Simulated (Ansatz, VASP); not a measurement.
**HfB in VASP and in Ansatz**

The input INCAR:

```
SYSTEM = HfB
ALGO = Normal ; EDIFF = 1E-6
ENCUT = 520 ; GGA = CA
ISIF = 2 ; ISMEAR = -1
LASPH = .True. ; LCHARG = .False.
LREAL = .False. ; LWAVE = .False.
NBANDS = 14 ; NELM = 80
PREC = Accurate ; SIGMA = 0.05
```

KPOINTS

```
k-points
0
Gamma
  15 15 15
  0 0 0
```

POSCAR

```
HfB
1.0
    0.0000000000      2.3553056198      2.3553056198
    2.3553056198      0.0000000000      2.3553056198
    2.3553056198      2.3553056198      0.0000000000
Hf B
1 1
Direct
    0.5000000000      0.5000000000      0.5000000000
    0.0000000000      0.0000000000      0.0000000000
```

Input for Ansatz:

```yaml
crystal:
  lattice:
    - [0.0, 2.3553056198, 2.3553056198]
    - [2.3553056198, 0.0, 2.3553056198]
    - [2.3553056198, 2.3553056198, 0.0]
  atoms:
    - { symbol: Hf, position: [0.5, 0.5, 0.5] }
    - { symbol: B, position: [0.0, 0.0, 0.0] }
kpoints:
  mp_grid: { grid: [15, 15, 15] }
  band_path:
    path:
      - [0.0, 0.0, 0.0]
      - [0.5, 0.0, 0.5]
      - [0.625, 0.25, 0.625]
      - [0.375, 0.375, 0.75]
      - [0.0, 0.0, 0.0]
      - [0.5, 0.5, 0.5]
      - [0.5, 0.25, 0.75]
      - [0.5, 0.0, 0.5]
    npoints: 5
scf:
  occupations: { method: fermi_dirac, width: 0.05 }
hamiltonian:
  xc: lda
  pseudopotentials: { kind: all_electron, lapw: { basis_error: 0.00025 } }
output:
  forces: true
  stress: true
  eigenvalues: true
```

Change from the starting cell: volume scaled by 1.06.

Alike in both runs: task single point; functional LDA; k mesh 15 × 15 × 15; occupations fermi-dirac, width 0.05 eV; no spin polarisation.

|  | VASP | Ansatz |
| --- | --- | --- |
| version | VASP 6.6.1 | Ansatz 0.2.0 |
| potentials or method | VASP PAW LDA potentials, release 64 (Hf_pv, B), cutoff 520 eV | all-electron LAPW, scalar-relativistic |

|  | VASP | Ansatz | Ansatz less VASP |
| --- | --- | --- | --- |
| pressure (GPa) | 6.0 | 4.8 | -1.18 |

LDA's correlation is that of Perdew and Zunger in VASP and of Perdew and Wang (1992) in Ansatz. Ansatz ran all-electron here, and VASP with PAW potentials.

Neither program's run includes spin-orbit coupling.
